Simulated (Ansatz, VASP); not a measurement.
**O in VASP and in Ansatz**

```
O
1.0
    10.00000    0.00000    0.00000
     0.00000   10.50000    0.00000
     0.00000    0.00000   11.00000
O
2
Direct
  0.50000 0.50000 0.44496
  0.50000 0.50000 0.55504
```

Alike in both runs: task single point; functional PBEsol; k mesh 1 × 1 × 1; occupations gaussian, width 0.01 eV; collinear spin.

```csv
,VASP,Ansatz
version,VASP 6.6.1,Ansatz 0.2.0
potentials or method,"VASP PAW PBE potentials, release 64 (O_h), cutoff 910 eV","scalar-relativistic, plane waves, PAW"
valence electrons in the cell,12,12
```

```tsv
	VASP	Ansatz	Ansatz less VASP
gap on the k mesh at the Fermi level (eV)	2.27	2.25	-0.026
rms of the force components (eV/Å)	0.081	0.019	-0.0621
net moment per atom (μB)	1.00	1.00	0.000
size of the moment on the site where the two differ most (μB)	0.62	0.56	-0.062
```

VASP's potentials were made for PBE, not for PBEsol, and Ansatz warns of the same on its side. Site moments also hang on the region over which each program counts them. Atom by atom the forces differ by 0.100 eV/Å (rms over components).

Noted on VASP's run: the cutoff is short for stress, so the pressure is rough.
